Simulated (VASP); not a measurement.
Write the native input for VASP 6.6.1 that does the following.

- Task: single point
- Functional: PBEsol
- Potentials or basis: VASP PAW PBE potentials, release 64 (Ti_sv)
- Cutoff: 520 eV
- k mesh: 9 × 9 × 3
- Occupations: methfessel-paxton, width 0.1 eV
- Spin: no spin polarisation
- Dipole correction: no
- Further INCAR settings: ALGO = Normal; EDIFF = 1e-06; NBANDS = 19

The structure of Ti lies in POSCAR:

```
Ti
1.0
    3.0576297800      0.0000000000      0.0000000000
   -1.5288148900      2.6479850600      0.0000000000
    0.0000000000      0.0000000000      7.8013420000
Ti
2
Direct
    0.3333333333      0.6666666667      0.1481250000
    0.6666666667      0.3333333333      0.8518750000
```

The input as run:

INCAR

```
SYSTEM = Ti
  PREC = Accurate
  ENCUT = 520
  EDIFF = 1E-6
  ISMEAR = 1
  SIGMA = 0.1
  LREAL = .FALSE.
  LASPH = .TRUE.
  NELM = 100
  ALGO = Normal
  ISIF = 2
  LWAVE = .FALSE.
  LCHARG = .FALSE.
  GGA = PS
  NBANDS = 19
```

KPOINTS

```
Automatic mesh
0
G
  9 9 3
  0 0 0
```

Potentials or basis: VASP PAW PBE potentials, release 64 (Ti_sv).

Launch:

```sh
$ cat potpaw_PBE.64/Ti_sv/POTCAR > POTCAR
$ mpirun -np 1 vasp_std > vasp.out
```

Results of the run:

| Item | Value |
| --- | --- |
| Pressure | -10.5 GPa |
| Largest force | 1.332 eV/Å |
| Band gap on the k mesh | zero (band 12 reaches 3.56 eV, above the bottom of band 13 at 2.67 eV) |

Caveat: the PAW data sets were made with another functional, which shifts forces and pressure a little.

Run time: 86 s on 1 thread of AMD EPYC 7R13 (shared host), peak memory 0.16 GiB.
